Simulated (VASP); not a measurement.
# Se (Fd-3m) in VASP: notebook

Runs on Se. Level: PBE. Tasks: single point.

Program: VASP 6.6.1. These are calculated values, not measurements. Logs are shortened: lines on timing, memory, paths and dates and some standing lists are left out, and cuts for length are marked.

## (1) The cell of the first run

It takes space group Fd-3m (No. 227, cubic). The conventional cell has a = 6.113 Å, b = 6.113 Å, c = 6.113 Å, α = 90.00°, β = 90.00°, γ = 90.00°. Within 3.5 Å of Se (site symmetry -43m) lie 4 Se at 2.65 Å.

This isn't the form of Se at room conditions, which is trigonal, of chains.

## (2) Single point, PBE (28.55 Å³/atom)

Input file INCAR:

```
PREC = Accurate
ENCUT = 520
EDIFF = 1E-6
ISMEAR = -1
SIGMA = 0.1
LREAL = False
LASPH = True
NELM = 60
ALGO = Normal
ISIF = 2
LWAVE = False
LCHARG = True
GGA = PE
LELF = True
LVHAR = True
NBANDS = 13
```

Input file KPOINTS:

```
Automatic mesh
0
Gamma
  11 11 11
```

Input file POSCAR:

```
Se
1.0
    0.0000000000      3.0564476425      3.0564476425
    3.0564476425      0.0000000000      3.0564476425
    3.0564476425      3.0564476425      0.0000000000
Se
2
Direct
   -0.1250000000     -0.1250000000     -0.1250000000
    0.1250000000      0.1250000000      0.1250000000
```

Potentials or basis: VASP PAW PBE potentials, release 64 (Se).

Launch:

```sh
cat potpaw_PBE.64/Se/POTCAR > POTCAR
mpirun -np 1 vasp_std > vasp.out
```

OUTCAR:

```text
PREC = Accurate
   ENCUT = 520
   EDIFF = 1E-6
   ISMEAR = -1
   LREAL = False
   LASPH = True
   NELM = 60
   ISIF = 2
   GGA = PE

 ion  position               nearest neighbor table
   1  0.875  0.875  0.875-   2 2.65   2 2.65   2 2.65   2 2.65
   2  0.125  0.125  0.125-   1 2.65   1 2.65   1 2.65   1 2.65

  LATTYP: Found a face centered cubic cell.
 ALAT       =     6.1128952850

  Lattice vectors:

 A1 = (   0.0000000000,   3.0564476425,   3.0564476425)
 A2 = (   3.0564476425,   0.0000000000,   3.0564476425)
 A3 = (   3.0564476425,   3.0564476425,   0.0000000000)

Analysis of symmetry for initial positions (statically):
=====================================================================
 Subroutine PRICEL returns:
 Original cell was already a primitive cell.

 Routine SETGRP: Setting up the symmetry group for a
 face centered cubic supercell.

 Subroutine GETGRP returns: Found 48 space group operations
 (whereof 12 operations were pure point group operations)
 out of a pool of 48 trial point group operations.

The static configuration has the point symmetry D_3d.
 The point group associated with its full space group is O_h .

Analysis of symmetry for dynamics (positions and initial velocities):
=====================================================================
 Subroutine PRICEL returns:
 Original cell was already a primitive cell.

 Routine SETGRP: Setting up the symmetry group for a
 face centered cubic supercell.

 Subroutine GETGRP returns: Found 48 space group operations
 (whereof 12 operations were pure point group operations)
 out of a pool of 48 trial point group operations.

The dynamic configuration has the point symmetry D_3d.
 The point group associated with its full space group is O_h .

 Subroutine INISYM returns: Found 48 space group operations
 (whereof 12 operations are pure point group operations),
 and found     1 'primitive' translations

----------------------------------------------------------------------------------------

                                     Primitive cell

  volume of cell :      57.1059

  direct lattice vectors                    reciprocal lattice vectors
     0.000000000  3.056447642  3.056447642    -0.163588603  0.163588603  0.163588603
     3.056447642  0.000000000  3.056447642     0.163588603 -0.163588603  0.163588603
     3.056447642  3.056447642  0.000000000     0.163588603  0.163588603 -0.163588603

  length of vectors
     4.322469709  4.322469709  4.322469709     0.283343772  0.283343772  0.283343772

  position of ions in fractional coordinates (direct lattice)
     0.875000000  0.875000000  0.875000000
     0.125000000  0.125000000  0.125000000

  ion indices of the primitive-cell ions
   primitive index   ion index
                 1           1
                 2           2

----------------------------------------------------------------------------------------

 KPOINTS: Automatic mesh

Automatic generation of k-mesh.
 Grid dimensions read from file:
 generate k-points for:   11   11   11

 Generating k-lattice:

  Cartesian coordinates                     Fractional coordinates (reciprocal lattice)
    -0.014871691  0.014871691  0.014871691     0.090909091  0.000000000  0.000000000
     0.014871691 -0.014871691  0.014871691     0.000000000  0.090909091  0.000000000
     0.014871691  0.014871691 -0.014871691     0.000000000  0.000000000  0.090909091

  Length of vectors
     0.025758525  0.025758525  0.025758525

  Shift w.r.t. Gamma in fractional coordinates (k-lattice)
     0.000000000  0.000000000  0.000000000

 Subroutine IBZKPT returns following result:
 ===========================================

 Found     56 irreducible k-points:

 Following reciprocal coordinates:
            Coordinates               Weight
  0.000000  0.000000  0.000000      1.000000
  0.090909  0.000000  0.000000      8.000000
  0.181818  0.000000  0.000000      8.000000
  0.272727  0.000000  0.000000      8.000000
  0.363636  0.000000  0.000000      8.000000
  0.454545  0.000000  0.000000      8.000000
[... 16 lines left out ...]
 -0.272727  0.181818  0.000000     24.000000
 -0.181818  0.181818  0.000000     12.000000
 [... further k-points ...]
   k-points           NKPTS =     56   k-points in BZ     NKDIM =     56   number of bands    NBANDS=     13
   number of dos      NEDOS =    301   number of ions     NIONS =      2
   total plane-waves  NPLWV =  32768
   dimension x,y,z NGX =    32 NGY =   32 NGZ =   32
   dimension x,y,z NGXF=    64 NGYF=   64 NGZF=   64
   ions per type =               2
   NGX,Y,Z   is equivalent  to a cutoff of  12.31, 12.31, 12.31 a.u.
   NGXF,Y,Z  is equivalent  to a cutoff of  24.61, 24.61, 24.61 a.u.
 SYSTEM =  unknown system
   PREC   = accura    normal or accurate (medium, high low for compatibility)
   ISTART =      0    job   : 0-new  1-cont  2-samecut
   ICHARG =      2    charge: 1-file 2-atom 10-const
   ISPIN  =      1    spin polarized calculation?
   LNONCOLLINEAR =      F non collinear calculations
   LSORBIT =      F    spin-orbit coupling
   LASPH  =      T    aspherical Exc in radial PAW
   ENCUT  =  520.0 eV  38.22 Ry    6.18 a.u.   8.04  8.04  8.04*2*pi/ulx,y,z
   NELM   =     60;   NELMIN=  2; NELMDL= -5     # of ELM steps
   EDIFF  = 0.1E-05   stopping-criterion for ELM
   LREAL  =      F    real-space projection
   EDIFFG = 0.1E-04   stopping-criterion for IOM
   NSW    =      0    number of steps for IOM
   IBRION =     -1    ionic relax: 0-MD 1-quasi-New 2-CG
   NFREE  =      0    steps in history (QN), initial steepest desc. (CG)
   ISIF   =      2    stress and relaxation
   ISYM   =      2    0-nonsym 1-usesym 2-fastsym
   POTIM  = 0.5000    time-step for ionic-motion
   TEBEG  =    0.0;   TEEND  =   0.0 temperature during run
   PSTRESS=    0.0 pullay stress
   NELECT =      12.0000    total number of electrons
   NUPDOWN=      -1.0000    fix difference up-down
   EMIN   =  10.00;   EMAX   =-10.00  energy-range for DOS
   EFERMI =   0.00;   METHOD = LEGACY
   ISMEAR =    -1;   SIGMA  =   0.10  broadening in eV -4-tet -1-fermi 0-gaus
   EFERMI_NEDOS =   21; number of points for ismear=-14 and -15
   IALGO  =     38    algorithm
   IMIX   =      4    mixing-type and parameters
     AMIX     =   0.40;   BMIX     =  1.00
     AMIX_MAG =   1.60;   BMIX_MAG =  1.00
  volume/ion in A,a.u.               =      28.55       192.68
  Fermi-wavevector in a.u.,A,eV,Ry     =   0.973289  1.839249 12.888671  0.947291
  Thomas-Fermi vector in A             =   2.103656
   LORBIT       =      0    0 simple, 1 ext, 2 COOP (PROOUT), +10 PAW based schemes
   GGA     = PE    functional components
   LHFCALC =     F    Hartree Fock is set to
   AEXX    =    0.0000 exact exchange contribution
   IVDW    =     0    specifies the selected vdW correction
   LEPSILON=     F    determine dielectric tensor
   LRPA    =     F    only Hartree local field effects (RPA)
 non-spin polarized calculation
  energy-cutoff  :      520.00
  volume of cell :       57.11
 maximum number of plane-waves:      1558
   NGX = 17   NGY = 17   NGZ = 17

 number of electron      12.0000002 magnetization

 Free energy of the ion-electron system (eV)
  ---------------------------------------------------
  ext. energy  EPLUGINS =         0.00000000
  ---------------------------------------------------
  free energy    TOTEN  =        -5.92866347 eV

  energy without entropy =       -5.87417916  energy(sigma->0) =       -5.90142132

 E-fermi :   2.9705     XC(G=0):  -8.6048

 val. band max:        2.9688985130   @ k =  -0.4545   0.1818   0.0909
 cond. band min:       2.9994081955   @ k =  -0.2727   0.1818   0.0000
 fundamental gap:      0.0305096824
 Fermi energy:         2.9705356467

 k-point     1 :       0.0000    0.0000    0.0000
  band No.  band energies     occupation
      1     -13.0132      2.00000
      2      -6.9749      2.00000
      3      -0.8059      2.00000
      4      -0.8059      2.00000
      5      -0.8059      2.00000
      6       2.0584      1.99978
      7       2.0584      1.99978
      8       2.0584      1.99978
      9       7.3362      0.00000
     10      10.5059      0.00000
     11      10.5059      0.00000
     12      12.5607      0.00000
     13      12.5607      0.00000

 k-point     2 :       0.0909    0.0000    0.0000
  band No.  band energies     occupation
      1     -12.9514      2.00000
      2      -7.1562      2.00000
      3      -0.8925      2.00000
      4      -0.8925      2.00000
      5      -0.8264      2.00000
      6       2.1838      1.99923
      7       2.1880      1.99920
      8       2.1880      1.99920
      9       7.6349      0.00000
     10      10.2418      0.00000
     11      10.2418      0.00000
     12      12.2897      0.00000
     13      13.1120      0.00000

 k-point     3 :       0.1818    0.0000    0.0000
  band No.  band energies     occupation
      1     -12.7718      2.00000
      2      -7.6312      2.00000
      3      -1.0942      2.00000
      4      -1.0942      2.00000
      5      -0.9345      2.00000
      6       2.4982      1.98239
      7       2.4982      1.98239
      8       2.6251      1.93871
      9       8.3503      0.00000
     10       9.9120      0.00000
     11       9.9120      0.00000
     12      11.8906      0.00000
     13      14.2872      0.00000

 k-point     4 :       0.2727    0.0000    0.0000
  band No.  band energies     occupation
      1     -12.4954      2.00000
      2      -8.2512      2.00000
      3      -1.3131      2.00000
      4      -1.3131      2.00000
      5      -1.1293      2.00000
      6       2.8390      1.57694
      7       2.8390      1.57694
      8       3.3827      0.03191
      9       9.0104      0.00000
     10       9.8848      0.00000
     11       9.8848      0.00000
     12      11.7625      0.00000
     13      14.8790      0.00000

 k-point     5 :       0.3636    0.0000    0.0000
  band No.  band energies     occupation
      1     -12.1741      2.00000
      2      -8.8560      2.00000
      3      -1.4844      2.00000
      4      -1.4844      2.00000
      5      -1.3204      2.00000
      6       3.0960      0.44380
      7       3.0960      0.44380
      8       4.2740      0.00000
      9       9.3091      0.00000
     10      10.2486      0.00000
     11      10.2486      0.00000
     12      11.2716      0.00000
     13      14.1600      0.00000
[... 257 lines left out ...]
 k-point    22 :      -0.3636    0.1818    0.0000
  band No.  band energies     occupation
      1     -11.7719      2.00000
      2      -9.4493      2.00000
      3      -2.6717      2.00000
      4      -1.7098      2.00000
      5      -0.0615      2.00000
      6       3.1284      0.34197
      7       3.5830      0.00437
      8       4.5580      0.00000
      9       8.9390      0.00000
     10       9.9041      0.00000
     11      10.4905      0.00000
     12      12.2263      0.00000
     13      14.4940      0.00000

 k-point    23 :      -0.2727    0.1818    0.0000
  band No.  band energies     occupation
      1     -12.0766      2.00000
      2      -8.9865      2.00000
      3      -2.5021      2.00000
      4      -1.4972      2.00000
      5      -0.1393      2.00000
      6       2.9994      0.85663
      7       3.2178      0.15562
      8       4.1253      0.00002
      9       9.3601      0.00000
     10       9.3754      0.00000
     11      10.4094      0.00000
     12      12.6460      0.00000
     13      14.0030      0.00000

 k-point    24 :      -0.1818    0.1818    0.0000
  band No.  band energies     occupation
      1     -12.3925      2.00000
      2      -8.4363      2.00000
      3      -2.1487      2.00000
      4      -1.2667      2.00000
      5      -0.3160      2.00000
      6       2.6791      1.89712
      7       2.8227      1.62871
      8       3.7276      0.00103
      9       9.2081      0.00000
     10       9.3525      0.00000
     11      10.1230      0.00000
     12      13.1798      0.00000
     13      13.7495      0.00000

 [... further k-points ...]

------------------------ aborting loop because EDIFF is reached ----------------------------------------

  FORCE on cell =-STRESS in cart. coord.  units (eV):
  Direction    XX          YY          ZZ          XY          YZ          ZX
  --------------------------------------------------------------------------------------
  -------------------------------------------------------------------------------------
  Total        1.8319153      1.8319153      1.8319153      0.0000000     -0.0000000      0.0000000
  in kB       51.3966820     51.3966820     51.3966820      0.0000000     -0.0000000      0.0000000
  external PRESSURE =      51.3966820 kB  Pullay stress =       0.0000000 kB

 VOLUME and BASIS-vectors are now :
 -----------------------------------------------------------------------------
  energy-cutoff  :      520.00
  volume of cell :       57.11
      direct lattice vectors                 reciprocal lattice vectors
     0.000000000  3.056447642  3.056447642    -0.163588603  0.163588603  0.163588603
     3.056447642  0.000000000  3.056447642     0.163588603 -0.163588603  0.163588603
     3.056447642  3.056447642  0.000000000     0.163588603  0.163588603 -0.163588603

 POSITION                                       TOTAL-FORCE (eV/Angst)
 -----------------------------------------------------------------------------------
      5.34878      5.34878      5.34878         0.000000      0.000000     -0.000000
      0.76411      0.76411      0.76411        -0.000000     -0.000000      0.000000
 -----------------------------------------------------------------------------------
    total drift:                                0.000000      0.000000     -0.000000

  FREE ENERGIE OF THE ION-ELECTRON SYSTEM (eV)
  ---------------------------------------------------
  free  energy   TOTEN  =        -5.9286634730 eV

  energy  without entropy=       -5.8741791624  energy(sigma->0) =       -5.90142132
```

Wall time 27 s (1 thread of AMD EPYC 7R13 (Zen 3), shared host); peak memory 0.16 GiB.

What came out:

| Property | Result |
| --- | --- |
| Free energy | -5.9287 eV |
| Pressure | 5.1 GPa |
| Band gap on the k mesh | zero (bands 6 and 7 overlap by 1.17 eV) |

Levels at points of the mesh, in eV from the Fermi level:
```csv
k point,band 2,band 3,band 4,band 5,band 6,band 7,band 8,band 9,band 10,band 11
"(0.00, 0.00, 0.00)",-9.95,-3.78,-3.78,-3.78,-0.91,-0.91,-0.91,4.37,7.54,7.54
```

Caveat: the cell stands under pressure.

## (3) Single point, PBE

This run uses another cell than the first one, of 31.73 Å³/atom.

Input file INCAR:

```
SYSTEM = Se
ALGO = Normal
EDIFF = 1E-6
ENCUT = 520
GGA = PE
ISIF = 2
ISMEAR = -1
LASPH = .True.
LCHARG = .False.
LREAL = .False.
LWAVE = .False.
NBANDS = 13
NELM = 100
PREC = Accurate
SIGMA = 0.1
```

Input file KPOINTS:

```
k-points
0
Gamma
  11 11 11
  0 0 0
```

Input file POSCAR:

```
Se
1.0
    0.0000000000      3.1656978225      3.1656978225
    3.1656978225      0.0000000000      3.1656978225
    3.1656978225      3.1656978225      0.0000000000
Se
2
Direct
   -0.1250000000     -0.1250000000     -0.1250000000
    0.1250000000      0.1250000000      0.1250000000
```

Potentials or basis: VASP PAW PBE potentials, release 64 (Se).

Launch:

```sh
cat potpaw_PBE.64/Se/POTCAR > POTCAR
mpirun -np 1 vasp_std > vasp.out
```

Wall time 42 s (1 thread of AMD EPYC 7R13 (Zen 3), shared host); peak memory 0.18 GiB.

It converged, with:

```yaml
Free_energy: -6.0228 eV
Pressure: 0.0 GPa
Band_gap_on_the_k_mesh: zero (bands 6 and 7 overlap by 1.04 eV)
```

Levels at points of the mesh, in eV from the Fermi level:
```tsv
k point	band 4	band 5	band 6	band 7	band 8	band 9
(0.00, 0.00, 0.00)	-3.38	-3.38	-0.74	-0.74	-0.74	4.42
```
